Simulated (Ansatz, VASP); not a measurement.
**MgS: VASP beside Ansatz**

```
Mg S
1.0
     3.99625    0.00000    0.00000
     0.00000    5.65155    0.00000
     0.00000    0.00000    3.99625
Mg S
2 2
Cartesian
  0.0000 0.0000 0.0000
  1.9981 2.8258 1.9981
  1.9981 1.4129 0.0000
  0.0000 4.2387 1.9981
```

Alike in both runs: task single point; functional PBEsol; k mesh 6 × 4 × 6; occupations gaussian, width 0.02 eV; no spin polarisation.

```csv
,VASP,Ansatz
version,VASP 6.6.1,Ansatz 0.2.0
potentials or method,"VASP PAW PBE potentials, release 64 (Mg, S), cutoff 600 eV","scalar-relativistic, plane waves, PAW"
valence electrons in the cell,16,32
```

Ansatz gave:

- gap on the k mesh at the Fermi level (eV): 3.32
- least direct gap on the mesh (eV): 3.32
- pressure (GPa): 0.0

Q: What did VASP give for the same quantities?

A: gap on the k mesh at the Fermi level (eV): 3.32; least direct gap on the mesh (eV): 3.32; pressure (GPa): -0.1.

VASP's potentials were made for PBE, not for PBEsol, and Ansatz warns of the same on its side. VASP's potentials hold 16 valence electrons a cell and Ansatz's 32, so a difference there can come from the potentials and not from the codes.
